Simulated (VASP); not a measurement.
# Ta (Im-3m) in VASP: further runs

The runs below take Ta through relaxation of cell and atoms, single point, with r2SCAN.

All numbers are computed with VASP 6.6.1; they aren't measurements. Logs are shortened: lines on timing, memory, paths and dates and some standing lists are left out, and cuts for length are marked.

**1. The cell of the first run**

The structure is cubic, space group Im-3m (No. 229). The conventional cell has a = 3.288 Å, b = 3.288 Å, c = 3.288 Å, α = 90.00°, β = 90.00°, γ = 90.00°. Ta (site symmetry m-3m) has 14 Ta at 2.85 to 3.29 Å within 3.8 Å.

**2. Relaxation of cell and atoms, r2SCAN**

POSCAR

```
Ta
1.0
   -1.6441670000      1.6441670000      1.6441670000
    1.6441670000     -1.6441670000      1.6441670000
    1.6441670000      1.6441670000     -1.6441670000
Ta
1
Direct
    0.0000000000      0.0000000000      0.0000000000
```

INCAR.step1

```
SYSTEM = Ta
ALGO     = Normal         ! electronic algorithm
EDIFF    = 1E-5           ! SCF threshold, eV
EDIFFG   = -0.005         ! ionic threshold
ENCUT    = 550            ! plane-wave cutoff, eV
GGA      = PE             ! functional
GGA_COMPAT= .FALSE.      
IBRION   = 2              ! ionic algorithm
ISIF     = 3              ! what is computed and relaxed
ISMEAR   = 0              ! smearing method
LASPH    = .TRUE.         ! aspherical terms in the spheres
LCHARG   = .FALSE.        ! write CHGCAR
LREAL    = .FALSE.        ! projectors in reciprocal space
LWAVE    = .TRUE.         ! write WAVECAR
NELM     = 120            ! most SCF steps
NELMIN   = 4            
NSW      = 100            ! ionic steps
PREC     = Accurate       ! precision mode
SIGMA    = 0.1541         ! smearing width, eV
```

INCAR.step2

```
SYSTEM = Ta
ALGO     = Normal         ! electronic algorithm
EDIFF    = 1E-7           ! SCF threshold, eV
EDIFFG   = -0.01          ! ionic threshold
ENCUT    = 550            ! plane-wave cutoff, eV
GGA_COMPAT= .FALSE.      
IBRION   = 2              ! ionic algorithm
ISIF     = 3              ! what is computed and relaxed
ISMEAR   = 0              ! smearing method
ISTART   = 1            
LASPH    = .TRUE.         ! aspherical terms in the spheres
LCHARG   = .FALSE.        ! write CHGCAR
LMIXTAU  = .TRUE.       
LREAL    = .FALSE.        ! projectors in reciprocal space
LWAVE    = .FALSE.        ! write WAVECAR
METAGGA  = R2SCAN         ! meta-GGA
NELM     = 120            ! most SCF steps
NELMIN   = 4            
NSW      = 60             ! ionic steps
PREC     = Accurate       ! precision mode
SIGMA    = 0.1541         ! smearing width, eV
```

KPOINTS

```
k-points
0
G
  8 8 8
  0 0 0
```

Potentials or basis: VASP PAW PBE potentials, release 64 (Ta_pv).

The run is started by

```bash
$ cat potpaw_PBE.64/Ta_pv/POTCAR > POTCAR
$ cp INCAR.step1 INCAR
$ mpirun -np 1 vasp_std > vasp.out
$ cp INCAR.step2 INCAR
$ mpirun -np 1 vasp_std > vasp.out
```

OUTCAR:

```text
SYSTEM = Ta
   EDIFF = 1E-7
   EDIFFG = -0.01
   ENCUT = 550
   IBRION = 2
   ISIF = 3
   ISMEAR = 0
   ISTART = 1
   LASPH = .TRUE.
   LREAL = .FALSE.
   METAGGA = R2SCAN
   NELM = 120
   NELMIN = 4
   NSW = 60
   PREC = Accurate

 ion  position               nearest neighbor table
   1  0.000  0.000  0.000-

  LATTYP: Found a body centered cubic cell.
 ALAT       =     3.2883340000

  Lattice vectors:

 A1 = (  -1.6441670000,   1.6441670000,   1.6441670000)
 A2 = (   1.6441670000,  -1.6441670000,   1.6441670000)
 A3 = (   1.6441670000,   1.6441670000,  -1.6441670000)

Analysis of symmetry for initial positions (statically):
=====================================================================
 Subroutine PRICEL returns:
 Original cell was already a primitive cell.

 Routine SETGRP: Setting up the symmetry group for a
 body centered cubic supercell.

 Subroutine GETGRP returns: Found 48 space group operations
 (whereof 48 operations were pure point group operations)
 out of a pool of 48 trial point group operations.

The static configuration has the point symmetry O_h .

Analysis of symmetry for dynamics (positions and initial velocities):
=====================================================================
 Subroutine PRICEL returns:
 Original cell was already a primitive cell.

 Routine SETGRP: Setting up the symmetry group for a
 body centered cubic supercell.

 Subroutine GETGRP returns: Found 48 space group operations
 (whereof 48 operations were pure point group operations)
 out of a pool of 48 trial point group operations.

The dynamic configuration has the point symmetry O_h .

 Subroutine INISYM returns: Found 48 space group operations
 (whereof 48 operations are pure point group operations),
 and found     1 'primitive' translations

----------------------------------------------------------------------------------------

                                     Primitive cell

  volume of cell :      17.7786

  direct lattice vectors                    reciprocal lattice vectors
    -1.644167000  1.644167000  1.644167000     0.000000000  0.304105362  0.304105362
     1.644167000 -1.644167000  1.644167000     0.304105362  0.000000000  0.304105362
     1.644167000  1.644167000 -1.644167000     0.304105362  0.304105362  0.000000000

  length of vectors
     2.847780780  2.847780780  2.847780780     0.430069927  0.430069927  0.430069927

  position of ions in fractional coordinates (direct lattice)
     0.000000000  0.000000000  0.000000000

  ion indices of the primitive-cell ions
   primitive index   ion index
                 1           1

----------------------------------------------------------------------------------------

 KPOINTS: k-points

Automatic generation of k-mesh.
 Grid dimensions read from file:
 generate k-points for:    8    8    8

 Generating k-lattice:

  Cartesian coordinates                     Fractional coordinates (reciprocal lattice)
     0.000000000  0.038013170  0.038013170     0.125000000  0.000000000  0.000000000
     0.038013170  0.000000000  0.038013170     0.000000000  0.125000000  0.000000000
     0.038013170  0.038013170  0.000000000     0.000000000  0.000000000  0.125000000

  Length of vectors
     0.053758741  0.053758741  0.053758741

  Shift w.r.t. Gamma in fractional coordinates (k-lattice)
     0.000000000  0.000000000  0.000000000

 Subroutine IBZKPT returns following result:
 ===========================================

 Found     29 irreducible k-points:

 Following reciprocal coordinates:
            Coordinates               Weight
  0.000000  0.000000  0.000000      1.000000
  0.125000  0.000000  0.000000     12.000000
  0.250000  0.000000  0.000000     12.000000
  0.375000  0.000000  0.000000     12.000000
  0.500000  0.000000  0.000000      6.000000
  0.125000  0.125000  0.000000     24.000000
[... 16 lines left out ...]
 -0.250000  0.250000  0.250000      6.000000
 -0.375000  0.375000  0.250000     24.000000
 [... further k-points ...]
   k-points           NKPTS =     29   k-points in BZ     NKDIM =     29   number of bands    NBANDS=      9
   number of dos      NEDOS =    301   number of ions     NIONS =      1
   total plane-waves  NPLWV =  13824
   dimension x,y,z NGX =    24 NGY =   24 NGZ =   24
   dimension x,y,z NGXF=    48 NGYF=   48 NGZF=   48
   ions per type =               1
   NGX,Y,Z   is equivalent  to a cutoff of  14.01, 14.01, 14.01 a.u.
   NGXF,Y,Z  is equivalent  to a cutoff of  28.02, 28.02, 28.02 a.u.
 SYSTEM =  Ta
   PREC   = accura    normal or accurate (medium, high low for compatibility)
   ISTART =      1    job   : 0-new  1-cont  2-samecut
   ICHARG =      0    charge: 1-file 2-atom 10-const
   ISPIN  =      1    spin polarized calculation?
   LNONCOLLINEAR =      F non collinear calculations
   LSORBIT =      F    spin-orbit coupling
   LASPH  =      T    aspherical Exc in radial PAW
   ENCUT  =  550.0 eV  40.42 Ry    6.36 a.u.   5.45  5.45  5.45*2*pi/ulx,y,z
   NELM   =    120;   NELMIN=  4; NELMDL=  0     # of ELM steps
   EDIFF  = 0.1E-06   stopping-criterion for ELM
   LREAL  =      F    real-space projection
   EDIFFG = -.1E-01   stopping-criterion for IOM
   NSW    =     60    number of steps for IOM
   IBRION =      2    ionic relax: 0-MD 1-quasi-New 2-CG
   NFREE  =      1    steps in history (QN), initial steepest desc. (CG)
   ISIF   =      3    stress and relaxation
   ISYM   =      2    0-nonsym 1-usesym 2-fastsym
   POTIM  = 0.5000    time-step for ionic-motion
   TEBEG  =    0.0;   TEEND  =   0.0 temperature during run
   PSTRESS=    0.0 pullay stress
   NELECT =      11.0000    total number of electrons
   NUPDOWN=      -1.0000    fix difference up-down
   EMIN   =  10.00;   EMAX   =-10.00  energy-range for DOS
   EFERMI =   0.00;   METHOD = LEGACY
   ISMEAR =     0;   SIGMA  =   0.15  broadening in eV -4-tet -1-fermi 0-gaus
   EFERMI_NEDOS =   21; number of points for ismear=-14 and -15
   IALGO  =     38    algorithm
   IMIX   =      4    mixing-type and parameters
     AMIX     =   0.40;   BMIX     =  1.00
     AMIX_MAG =   1.60;   BMIX_MAG =  1.00
  volume/ion in A,a.u.               =      17.78       119.98
  Fermi-wavevector in a.u.,A,eV,Ry     =   1.394997  2.636161 26.477147  1.946015
  Thomas-Fermi vector in A             =   2.518491
   LORBIT       =      0    0 simple, 1 ext, 2 COOP (PROOUT), +10 PAW based schemes
   METAGGA = R2SCAN    functional components
   LHFCALC =     F    Hartree Fock is set to
   AEXX    =    0.0000 exact exchange contribution
   IVDW    =     0    specifies the selected vdW correction
   LEPSILON=     F    determine dielectric tensor
   LRPA    =     F    only Hartree local field effects (RPA)
 conjugate gradient relaxation of ions
 non-spin polarized calculation
 Gauss-broadening in eV      SIGMA  =   0.15
  energy-cutoff  :      550.00
  volume of cell :       17.78
 maximum number of plane-waves:       532
 NGX is ok and might be reduce to    24
   NGX = 11   NGY = 11   NGZ = 11

--------------------------------------- Ionic step        1  -------------------------------------------

 number of electron      11.0000002 magnetization

 Free energy of the ion-electron system (eV)
  ---------------------------------------------------
  ext. energy  EPLUGINS =         0.00000000
  ---------------------------------------------------
  free energy    TOTEN  =       -48.59870674 eV

  energy without entropy =      -48.58628163  energy(sigma->0) =      -48.59249418

------------------------ aborting loop because EDIFF is reached ----------------------------------------

  FORCE on cell =-STRESS in cart. coord.  units (eV):
  Direction    XX          YY          ZZ          XY          YZ          ZX
  --------------------------------------------------------------------------------------
  -------------------------------------------------------------------------------------
  Total        0.1614734      0.1614734      0.1614734     -0.0000000     -0.0000000      0.0000000
  in kB       14.5517017     14.5517017     14.5517017     -0.0000000     -0.0000000      0.0000000
  external PRESSURE =      14.5517017 kB  Pullay stress =       0.0000000 kB
[... 55 lines left out ...]
  energy  without entropy=      -48.5816936870  energy(sigma->0) =      -48.58899175

--------------------------------------- Ionic step        3  -------------------------------------------

 number of electron      11.0000002 magnetization

 Free energy of the ion-electron system (eV)
  ---------------------------------------------------
  ext. energy  EPLUGINS =         0.00000000
  ---------------------------------------------------
  free energy    TOTEN  =       -48.59926248 eV

  energy without entropy =      -48.58621339  energy(sigma->0) =      -48.59273793

 E-fermi :   5.4114     XC(G=0): -13.8010

 val. band max:        5.3058823059   @ k =   0.2500   0.0000   0.0000
 cond. band min:       5.4321982354   @ k =   0.5000   0.5000   0.1250
 fundamental gap:      0.1263159294
 Fermi energy:         5.4113768428

 k-point     1 :       0.0000    0.0000    0.0000
  band No.  band energies     occupation
      1     -28.7877      2.00000
      2     -28.7877      2.00000
      3     -28.7877      2.00000
      4      -2.9793      2.00000
      5       6.2276      0.00000
      6       6.2276      0.00000
      7       6.2276      0.00000
      8       9.7419      0.00000
      9       9.7419      0.00000
[... 265 lines left out ...]
 k-point    24 :      -0.3750    0.3750    0.2500
  band No.  band energies     occupation
      1     -29.7298      2.00000
      2     -29.3693      2.00000
      3     -29.2559      2.00000
      4       2.3859      2.00000
      5       3.3208      2.00000
      6       6.7402      0.00000
      7       7.4820      0.00000
      8      11.1088      0.00000
      9      11.3144      0.00000

 [... further k-points ...]
[... 5 lines left out ...]
  --------------------------------------------------------------------------------------
  -------------------------------------------------------------------------------------
  Total        0.0005005      0.0005005      0.0005005      0.0000000      0.0000000      0.0000000
  in kB        0.0447869      0.0447869      0.0447869      0.0000000      0.0000000      0.0000000
  external PRESSURE =       0.0447869 kB  Pullay stress =       0.0000000 kB
[... 16 lines left out ...]
  FREE ENERGIE OF THE ION-ELECTRON SYSTEM (eV)
  ---------------------------------------------------
  free  energy   TOTEN  =       -48.5992624786 eV

  energy  without entropy=      -48.5862133907  energy(sigma->0) =      -48.59273793

 reached required accuracy - stopping structural energy minimisation
```

It took 31 s on 1 thread of Intel Xeon 6975P-C (Granite Rapids), shared host; peak memory 0.15 GiB.

Results:

| Property | Result |
| --- | --- |
| Free energy | -48.5993 eV |
| Relaxed volume | 17.90 Å³/atom |
| Relaxed cell | a = 2.854 Å, b = 2.854 Å, c = 2.854 Å, α = 109.47°, β = 109.47°, γ = 109.47° |
| Space group after relaxing (to 0.05 Å) | Im-3m (No. 229) |
| Energy gained by relaxing | 0.6 meV/atom |
| Ionic steps | 3 |
| Pressure after relaxing | 0.0 GPa |

Step by step:
| step | energy change (eV) | largest force (eV/Å) | pressure (GPa) | volume (Å³) |
| --- | --- | --- | --- | --- |
| 1 | 0.0000 | 0.0000 | 1.46 | 17.78 |
| 2 | 0.0024 | 0.0000 | -3.18 | 18.20 |
| 3 | -0.0006 | 0.0000 | 0.00 | 17.90 |

Final structure:
```
CELL_PARAMETERS angstrom
-1.64801 1.64801 1.64801
1.64801 -1.64801 1.64801
1.64801 1.64801 -1.64801
ATOMIC_POSITIONS crystal
Ta 0.00000 0.00000 0.00000
```

Levels at points of the mesh, in eV from the Fermi level:
```tsv
k point	band 1	band 2	band 3	band 4	band 5	band 6	band 7	band 8	band 9
(0.00, 0.00, 0.00)	-34.20	-34.20	-34.20	-8.39	0.82	0.82	0.82	4.33	4.33
(0.50, 0.00, 0.00)	-35.46	-34.60	-34.21	-4.62	-1.61	1.47	4.21	5.28	8.14
(0.50, 0.50, 0.50)	-35.07	-35.07	-35.07	-4.01	-4.01	7.15	7.15	7.15	9.04
```

Caveat: the PAW data sets were made with another functional, which shifts forces and pressure a little; spin-orbit coupling is left out, which moves the levels of the heavy elements.

**3. Single point, r2SCAN, non-collinear spin, zero start, spin-orbit coupling**

This run uses another cell than the first one, of 17.85 Å³/atom, 1.004 times its volume.

POSCAR

```
Ta
1.0
   -1.6462403392      1.6462403392      1.6462403392
    1.6462403392     -1.6462403392      1.6462403392
    1.6462403392      1.6462403392     -1.6462403392
Ta
1
Direct
    0.0000000000      0.0000000000      0.0000000000
```

INCAR.step1

```
SYSTEM = Ta
  ALGO = Normal
  EDIFF = 1E-5
  ENCUT = 550
  GGA = PE
  GGA_COMPAT = .FALSE.
  ISMEAR = 0
  LASPH = .TRUE.
  LCHARG = .FALSE.
  LMAXMIX = 4
  LNONCOLLINEAR = .TRUE.
  LREAL = .FALSE.
  LSORBIT = .TRUE.
  LWAVE = .TRUE.
  MAGMOM = 0 0 0
  NBANDS = 22
  NELM = 200
  PREC = Accurate
  SIGMA = 0.1541
```

INCAR.step2

```
SYSTEM = Ta
  ALGO = Normal
  EDIFF = 1E-6
  ENCUT = 550
  GGA_COMPAT = .FALSE.
  ISIF = 2
  ISMEAR = 0
  ISTART = 1
  LASPH = .TRUE.
  LCHARG = .FALSE.
  LMAXMIX = 4
  LMIXTAU = .TRUE.
  LNONCOLLINEAR = .TRUE.
  LORBIT = 11
  LORBMOM = .TRUE.
  LREAL = .FALSE.
  LSORBIT = .TRUE.
  LWAVE = .FALSE.
  MAGMOM = 0 0 0
  METAGGA = R2SCAN
  NBANDS = 22
  NELM = 200
  PREC = Accurate
  SIGMA = 0.1541
```

KPOINTS is that of step 2.

Potentials or basis: VASP PAW PBE potentials, release 64 (Ta_pv).

The run is started by

```bash
$ cat potpaw_PBE.64/Ta_pv/POTCAR > POTCAR
$ cp INCAR.step1 INCAR
$ mpirun -np 1 vasp_ncl > vasp.out
$ cp INCAR.step2 INCAR
$ mpirun -np 1 vasp_ncl > vasp.out
```

OUTCAR:

```text
SYSTEM = Ta
   EDIFF = 1E-6
   ENCUT = 550
   ISIF = 2
   ISMEAR = 0
   ISTART = 1
   LASPH = .TRUE.
   LNONCOLLINEAR = .TRUE.
   LORBIT = 11
   LREAL = .FALSE.
   LSORBIT = .TRUE.
   METAGGA = R2SCAN
   NELM = 200
   PREC = Accurate

 ion  position               nearest neighbor table
   1  0.000  0.000  0.000-

  LATTYP: Found a body centered cubic cell.
 ALAT       =     3.2924806784

  Lattice vectors:

 A1 = (  -1.6462403392,   1.6462403392,   1.6462403392)
 A2 = (   1.6462403392,  -1.6462403392,   1.6462403392)
 A3 = (   1.6462403392,   1.6462403392,  -1.6462403392)

Analysis of symmetry for initial positions (statically):
[... 844 lines left out ...]

 # of ion     p       d       tot
 ----------------------------------------
  1         0.000   0.000   0.000
 ----------------------------------------
            0.000   0.000   0.000

 Spin-Orbit-Coupling matrix elements

 Ion:    1  E_soc:     -1.3618888
 l=   1
     0.0000000    -0.2063897    -0.2063897
    -0.2063897     0.0000000    -0.2063897
    -0.2063897    -0.2063897     0.0000000
 l=   2
     0.0000000    -0.0051102     0.0000000    -0.0051102    -0.0154815
    -0.0051102     0.0000000    -0.0116112    -0.0051102    -0.0038704
     0.0000000    -0.0116112     0.0000000    -0.0116112     0.0000000
    -0.0051102    -0.0051102    -0.0116112     0.0000000    -0.0038704
    -0.0154815    -0.0038704     0.0000000    -0.0038704     0.0000000
 l=   3
     0.0000000     0.0000000     0.0000000     0.0000000     0.0000000     0.0000000     0.0000000
     0.0000000     0.0000000     0.0000000     0.0000000     0.0000000     0.0000000     0.0000000
     0.0000000     0.0000000     0.0000000     0.0000000     0.0000000     0.0000000     0.0000000
     0.0000000     0.0000000     0.0000000     0.0000000     0.0000000     0.0000000     0.0000000
     0.0000000     0.0000000     0.0000000     0.0000000     0.0000000     0.0000000     0.0000000
     0.0000000     0.0000000     0.0000000     0.0000000     0.0000000     0.0000000     0.0000000
     0.0000000     0.0000000     0.0000000     0.0000000     0.0000000     0.0000000     0.0000000

 total charge

# of ion       s       p       d       tot
------------------------------------------
    1        0.381   6.168   2.437   8.986

 magnetization (x)

# of ion       s       p       d       tot
------------------------------------------
    1        0.000   0.000   0.000   0.000

 magnetization (y)

# of ion       s       p       d       tot
------------------------------------------
    1        0.000  -0.000   0.000  -0.000

 magnetization (z)

# of ion       s       p       d       tot
------------------------------------------
    1        0.000   0.000   0.000   0.000
```

OUTCAR.step1:

```text
SYSTEM = Ta
   EDIFF = 1E-5
   ENCUT = 550
   GGA = PE
   ISMEAR = 0
   LASPH = .TRUE.
[... 863 lines left out ...]
     0.0000000     0.0000000     0.0000000     0.0000000     0.0000000     0.0000000     0.0000000
     0.0000000     0.0000000     0.0000000     0.0000000     0.0000000     0.0000000     0.0000000
     0.0000000     0.0000000     0.0000000     0.0000000     0.0000000     0.0000000     0.0000000
     0.0000000     0.0000000     0.0000000     0.0000000     0.0000000     0.0000000     0.0000000
     0.0000000     0.0000000     0.0000000     0.0000000     0.0000000     0.0000000     0.0000000
     0.0000000     0.0000000     0.0000000     0.0000000     0.0000000     0.0000000     0.0000000

=======================================================================

 ========================================================
```

It took 46 s on 1 thread of Intel Xeon 6975P-C (Granite Rapids), shared host; peak memory 0.22 GiB.

Results:

* Free energy: -49.2868 eV
* Pressure: 0.4 GPa
* Net moment: 0.00 μB per cell
* Valence electrons inside the program's atomic spheres: Ta 8.99

Moments on the atoms (μB; x, y, z):
```
Ta  0.00 0.00 0.00
```

Caveat: the PAW data sets were made with another functional, which shifts forces and pressure a little.

[end of part 1 of 2]
